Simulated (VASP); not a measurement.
# Ca (P6_3/mmc) in VASP: single point with r2SCAN

Aim: the single point of Ca with r2SCAN.

Everything below comes from runs of VASP 6.6.1. Logs are shortened: lines on timing, memory, paths and dates and some standing lists are left out, and cuts for length are marked.

## Step 1: The cell of the first run

Symmetry: P6_3/mmc, No. 194, hexagonal system. Conventional cell: a = 3.936 Å, b = 3.936 Å, c = 12.912 Å, α = 90.00°, β = 90.00°, γ = 120.00°. Within 5.2 Å of Ca (site symmetry -3m) lie 12 Ca at 3.94 to 3.95 Å. Ca (site symmetry -6m2) has 12 Ca at 3.94 to 3.95 Å within 5.2 Å.

## Step 2: Single point, r2SCAN

POSCAR reads:

```
Ca
1.0
    3.9361168493      0.0000000000      0.0000000000
   -1.9680584247      3.4087771838      0.0000000000
    0.0000000000      0.0000000000     12.9120188417
Ca
4
Direct
    0.0000000000      1.0000000000      1.0000000000
    1.0000000000      1.0000000000      0.5000000000
    0.3333333333      0.6666666667      0.2500000000
    0.6666666667      0.3333333333      0.7500000000
```

INCAR.step1 reads:

```
SYSTEM = Ca
PREC = Accurate
ENCUT = 520
ISMEAR = -1
SIGMA = 0.1
LREAL = .False.
LASPH = .True.
NELM = 100
NBANDS = 28
GGA = PE
ALGO = Normal
EDIFF = 1E-4
LWAVE = .True.
LCHARG = .False.
```

INCAR.step2 reads:

```
SYSTEM = Ca
PREC = Accurate
ENCUT = 520
EDIFF = 1E-7
ISMEAR = -1
SIGMA = 0.1
LREAL = .False.
LASPH = .True.
NELM = 100
ALGO = Normal
ISIF = 2
LWAVE = .False.
LCHARG = .True.
METAGGA = R2SCAN
LMIXTAU = .True.
LELF = .True.
LVHAR = .True.
NBANDS = 28
ISTART = 1
```

KPOINTS reads:

```
regular mesh
0
Gamma
  12 12 4
  0 0 0
```

Potentials or basis: VASP PAW PBE potentials, release 64 (Ca_sv).

Run with:

```
cat potpaw_PBE.64/Ca_sv/POTCAR > POTCAR
cp INCAR.step1 INCAR
mpirun -np 1 vasp_std > vasp.out
cp INCAR.step2 INCAR
mpirun -np 1 vasp_std > vasp.out
```

OUTCAR:

```text
SYSTEM = Ca
   PREC = Accurate
   ENCUT = 520
   EDIFF = 1E-7
   ISMEAR = -1
   LREAL = .False.
   LASPH = .True.
   NELM = 100
   ISIF = 2
   METAGGA = R2SCAN
   ISTART = 1

 ion  position               nearest neighbor table
   1  0.000  0.000  0.000-
   2  0.000  0.000  0.500-
   3  0.333  0.667  0.250-
   4  0.667  0.333  0.750-

  LATTYP: Found a hexagonal cell.
 ALAT       =     3.9361168493
 C/A-ratio  =     3.2803952057

  Lattice vectors:

 A1 = (   3.9361168493,   0.0000000000,   0.0000000000)
 A2 = (  -1.9680584247,   3.4087771838,   0.0000000000)
 A3 = (   0.0000000000,   0.0000000000,  12.9120188417)

Analysis of symmetry for initial positions (statically):
=====================================================================
 Subroutine PRICEL returns:
 Original cell was already a primitive cell.

 Routine SETGRP: Setting up the symmetry group for a
 hexagonal supercell.

 Subroutine GETGRP returns: Found 24 space group operations
 (whereof 12 operations were pure point group operations)
 out of a pool of 24 trial point group operations.

The static configuration has the point symmetry D_3d.
 The point group associated with its full space group is D_6h.

Analysis of symmetry for dynamics (positions and initial velocities):
=====================================================================
 Subroutine PRICEL returns:
 Original cell was already a primitive cell.

 Routine SETGRP: Setting up the symmetry group for a
 hexagonal supercell.

 Subroutine GETGRP returns: Found 24 space group operations
 (whereof 12 operations were pure point group operations)
 out of a pool of 24 trial point group operations.

The dynamic configuration has the point symmetry D_3d.
 The point group associated with its full space group is D_6h.

 Subroutine INISYM returns: Found 24 space group operations
 (whereof 12 operations are pure point group operations),
 and found     1 'primitive' translations

----------------------------------------------------------------------------------------

                                     Primitive cell

  volume of cell :     173.2450

  direct lattice vectors                    reciprocal lattice vectors
     3.936116849  0.000000000  0.000000000     0.254057498  0.146680165  0.000000000
    -1.968058425  3.408777184  0.000000000     0.000000000  0.293360330  0.000000000
     0.000000000  0.000000000 12.912018842     0.000000000  0.000000000  0.077447223

  length of vectors
     3.936116849  3.936116849 12.912018842     0.293360330  0.293360330  0.077447223

  position of ions in fractional coordinates (direct lattice)
     0.000000000  0.000000000  0.000000000
     0.000000000  0.000000000  0.500000000
     0.333333333  0.666666667  0.250000000
     0.666666667  0.333333333  0.750000000

  ion indices of the primitive-cell ions
   primitive index   ion index
                 1           1
                 2           2
                 3           3
                 4           4

----------------------------------------------------------------------------------------

 KPOINTS: regular mesh

Automatic generation of k-mesh.
 Grid dimensions read from file:
 generate k-points for:   12   12    4

 Generating k-lattice:

  Cartesian coordinates                     Fractional coordinates (reciprocal lattice)
     0.021171458  0.012223347  0.000000000     0.083333333  0.000000000  0.000000000
     0.000000000  0.024446694  0.000000000     0.000000000  0.083333333  0.000000000
     0.000000000  0.000000000  0.019361806     0.000000000  0.000000000  0.250000000

  Length of vectors
     0.024446694  0.024446694  0.019361806

  Shift w.r.t. Gamma in fractional coordinates (k-lattice)
     0.000000000  0.000000000  0.000000000

 Subroutine IBZKPT returns following result:
 ===========================================

 Found     57 irreducible k-points:

 Following reciprocal coordinates:
            Coordinates               Weight
  0.000000  0.000000  0.000000      1.000000
  0.083333  0.000000  0.000000      6.000000
  0.166667 -0.000000  0.000000      6.000000
  0.250000  0.000000  0.000000      6.000000
  0.333333  0.000000  0.000000      6.000000
  0.416667 -0.000000  0.000000      6.000000
[... 16 lines left out ...]
  0.250000  0.000000  0.250000     12.000000
  0.333333  0.000000  0.250000     12.000000
 [... further k-points ...]
   k-points           NKPTS =     57   k-points in BZ     NKDIM =     57   number of bands    NBANDS=     28
   number of dos      NEDOS =    301   number of ions     NIONS =      4
   total plane-waves  NPLWV =  86400
   dimension x,y,z NGX =    30 NGY =   30 NGZ =   96
   dimension x,y,z NGXF=    60 NGYF=   60 NGZF=  192
   ions per type =               4
   NGX,Y,Z   is equivalent  to a cutoff of  12.67, 12.67, 12.36 a.u.
   NGXF,Y,Z  is equivalent  to a cutoff of  25.34, 25.34, 24.72 a.u.
 SYSTEM =  Ca
   PREC   = accura    normal or accurate (medium, high low for compatibility)
   ISTART =      1    job   : 0-new  1-cont  2-samecut
   ICHARG =      0    charge: 1-file 2-atom 10-const
   ISPIN  =      1    spin polarized calculation?
   LNONCOLLINEAR =      F non collinear calculations
   LSORBIT =      F    spin-orbit coupling
   LASPH  =      T    aspherical Exc in radial PAW
   ENCUT  =  520.0 eV  38.22 Ry    6.18 a.u.   7.32  7.32 24.01*2*pi/ulx,y,z
   NELM   =    100;   NELMIN=  2; NELMDL=  0     # of ELM steps
   EDIFF  = 0.1E-06   stopping-criterion for ELM
   LREAL  =      F    real-space projection
   EDIFFG = 0.1E-05   stopping-criterion for IOM
   NSW    =      0    number of steps for IOM
   IBRION =     -1    ionic relax: 0-MD 1-quasi-New 2-CG
   NFREE  =      0    steps in history (QN), initial steepest desc. (CG)
   ISIF   =      2    stress and relaxation
   ISYM   =      2    0-nonsym 1-usesym 2-fastsym
   POTIM  = 0.5000    time-step for ionic-motion
   TEBEG  =    0.0;   TEEND  =   0.0 temperature during run
   PSTRESS=    0.0 pullay stress
   NELECT =      40.0000    total number of electrons
   NUPDOWN=      -1.0000    fix difference up-down
   EMIN   =  10.00;   EMAX   =-10.00  energy-range for DOS
   EFERMI =   0.00;   METHOD = LEGACY
   ISMEAR =    -1;   SIGMA  =   0.10  broadening in eV -4-tet -1-fermi 0-gaus
   EFERMI_NEDOS =   21; number of points for ismear=-14 and -15
   IALGO  =     38    algorithm
   IMIX   =      4    mixing-type and parameters
     AMIX     =   0.40;   BMIX     =  1.00
     AMIX_MAG =   1.60;   BMIX_MAG =  1.00
  volume/ion in A,a.u.               =      43.31       292.28
  Fermi-wavevector in a.u.,A,eV,Ry     =   1.004326  1.897900 13.723790  1.008670
  Thomas-Fermi vector in A             =   2.136934
   LORBIT       =      0    0 simple, 1 ext, 2 COOP (PROOUT), +10 PAW based schemes
   METAGGA = R2SCAN    functional components
   LHFCALC =     F    Hartree Fock is set to
   AEXX    =    0.0000 exact exchange contribution
   IVDW    =     0    specifies the selected vdW correction
   LEPSILON=     F    determine dielectric tensor
   LRPA    =     F    only Hartree local field effects (RPA)
 non-spin polarized calculation
  energy-cutoff  :      520.00
  volume of cell :      173.25
 maximum number of plane-waves:      4716
 NGX is ok and might be reduce to    30
   NGX = 15   NGY = 15   NGZ = 49

 number of electron      39.9999989 magnetization

 Free energy of the ion-electron system (eV)
  ---------------------------------------------------
  ext. energy  EPLUGINS =         0.00000000
  ---------------------------------------------------
  free energy    TOTEN  =       -28.18440241 eV

  energy without entropy =      -28.02550509  energy(sigma->0) =      -28.10495375

 E-fermi :   1.9270     XC(G=0):  -8.1348

 val. band max:        1.9230185524   @ k =   0.4167   0.0833   0.2500
 cond. band min:       1.9357031793   @ k =   0.3333   0.2500   0.2500
 fundamental gap:      0.0126846269
 Fermi energy:         1.9270107312

 k-point     1 :       0.0000    0.0000    0.0000
  band No.  band energies     occupation
      1     -41.9293      2.00000
      2     -41.9255      2.00000
      3     -41.9192      2.00000
      4     -41.9153      2.00000
      5     -22.0892      2.00000
      6     -22.0256      2.00000
[... 20 lines left out ...]
     27       4.5200      0.00000
     28       4.5448      0.00000

 k-point     2 :       0.0833    0.0000    0.0000
  band No.  band energies     occupation
      1     -41.9286      2.00000
      2     -41.9249      2.00000
      3     -41.9186      2.00000
      4     -41.9149      2.00000
      5     -22.0862      2.00000
      6     -22.0264      2.00000
[... 20 lines left out ...]
     27       4.5330      0.00000
     28       4.5756      0.00000

 k-point     3 :       0.1667   -0.0000    0.0000
  band No.  band energies     occupation
      1     -41.9265      2.00000
      2     -41.9233      2.00000
      3     -41.9170      2.00000
      4     -41.9138      2.00000
      5     -22.0778      2.00000
      6     -22.0312      2.00000
[... 20 lines left out ...]
     27       4.5645      0.00000
     28       4.7170      0.00000

 k-point     4 :       0.2500    0.0000    0.0000
  band No.  band energies     occupation
      1     -41.9236      2.00000
      2     -41.9211      2.00000
      3     -41.9148      2.00000
      4     -41.9123      2.00000
      5     -22.0660      2.00000
      6     -22.0460      2.00000
[... 20 lines left out ...]
     27       4.4297      0.00000
     28       4.5174      0.00000

 k-point     5 :       0.3333    0.0000    0.0000
  band No.  band energies     occupation
      1     -41.9206      2.00000
      2     -41.9189      2.00000
      3     -41.9127      2.00000
      4     -41.9110      2.00000
      5     -22.0707      2.00000
      6     -22.0681      2.00000
[... 20 lines left out ...]
     27       4.0992      0.00000
     28       4.3328      0.00000

 k-point     6 :       0.4167   -0.0000    0.0000
  band No.  band energies     occupation
      1     -41.9183      2.00000
      2     -41.9173      2.00000
      3     -41.9111      2.00000
      4     -41.9101      2.00000
      5     -22.0868      2.00000
      6     -22.0861      2.00000
[... 463 lines left out ...]
      5     -22.0816      2.00000
      6     -22.0484      2.00000
[... 20 lines left out ...]
     27       4.5549      0.00000
     28       4.6082      0.00000

 k-point    22 :       0.1667   -0.0000    0.2500
  band No.  band energies     occupation
      1     -41.9262      2.00000
      2     -41.9239      2.00000
      3     -41.9164      2.00000
      4     -41.9141      2.00000
      5     -22.0741      2.00000
      6     -22.0481      2.00000
[... 20 lines left out ...]
     27       4.5220      0.00000
     28       4.6987      0.00000

 k-point    23 :       0.2500    0.0000    0.2500
  band No.  band energies     occupation
      1     -41.9233      2.00000
      2     -41.9216      2.00000
      3     -41.9144      2.00000
      4     -41.9126      2.00000
      5     -22.0647      2.00000
      6     -22.0536      2.00000
[... 20 lines left out ...]
     27       4.3695      0.00000
     28       4.4787      0.00000

 k-point    24 :       0.3333    0.0000    0.2500
  band No.  band energies     occupation
      1     -41.9204      2.00000
      2     -41.9192      2.00000
      3     -41.9124      2.00000
      4     -41.9112      2.00000
      5     -22.0715      2.00000
      6     -22.0640      2.00000
[... 20 lines left out ...]
     27       4.0988      0.00000
     28       4.2963      0.00000

 [... further k-points ...]
[... 5 lines left out ...]
  --------------------------------------------------------------------------------------
  -------------------------------------------------------------------------------------
  Total        0.0715272      0.0715272      0.0287834     -0.0000000      0.0000000      0.0000000
  in kB        0.6614865      0.6614865      0.2661903     -0.0000000      0.0000000      0.0000000
  external PRESSURE =       0.5297211 kB  Pullay stress =       0.0000000 kB

 VOLUME and BASIS-vectors are now :
 -----------------------------------------------------------------------------
  energy-cutoff  :      520.00
  volume of cell :      173.25
      direct lattice vectors                 reciprocal lattice vectors
     3.936116849  0.000000000  0.000000000     0.254057498  0.146680165  0.000000000
    -1.968058425  3.408777184  0.000000000     0.000000000  0.293360330  0.000000000
     0.000000000  0.000000000 12.912018842     0.000000000  0.000000000  0.077447223

 POSITION                                       TOTAL-FORCE (eV/Angst)
 -----------------------------------------------------------------------------------
      0.00000      0.00000      0.00000         0.000000      0.000000      0.000000
      0.00000      0.00000      6.45601         0.000000      0.000000      0.000000
     -0.00000      2.27252      3.22800         0.000000      0.000000      0.000000
      1.96806      1.13626      9.68401        -0.000000     -0.000000      0.000000
 -----------------------------------------------------------------------------------
    total drift:                               -0.000000      0.000000      0.000000

  FREE ENERGIE OF THE ION-ELECTRON SYSTEM (eV)
  ---------------------------------------------------
  free  energy   TOTEN  =       -28.1844024105 eV

  energy  without entropy=      -28.0255050864  energy(sigma->0) =      -28.10495375
```

It took 23 min on 1 thread of Oxide Virtual Turin-like, shared host; peak memory 0.41 GiB.

What came out:

```yaml
Free_energy: -28.1844 eV
Pressure: 0.1 GPa
Band_gap_on_the_k_mesh: zero (band 20 reaches 2.25 eV, above the bottom of band 21 at 1.57 eV)
```

Levels at points of the mesh, in eV from the Fermi level:
| k point | band 17 | band 18 | band 19 | band 20 | band 21 | band 22 | band 23 | band 24 |
| --- | --- | --- | --- | --- | --- | --- | --- | --- |
| (0.00, 0.00, 0.00) | -4.28 | -3.22 | -3.22 | -0.98 | -0.35 | 1.59 | 1.60 | 2.54 |
| (0.50, 0.00, 0.00) | -1.07 | -0.89 | -0.62 | -0.57 | -0.09 | 0.01 | 0.57 | 0.61 |
| (0.00, 0.00, 0.50) | -4.00 | -4.00 | -2.06 | -2.06 | 0.61 | 0.61 | 2.32 | 2.32 |
| (0.50, 0.00, 0.50) | -0.95 | -0.95 | -0.69 | -0.69 | 0.08 | 0.08 | 0.56 | 0.56 |

Caveat: the PAW data sets were made with another functional, which shifts forces and pressure a little.
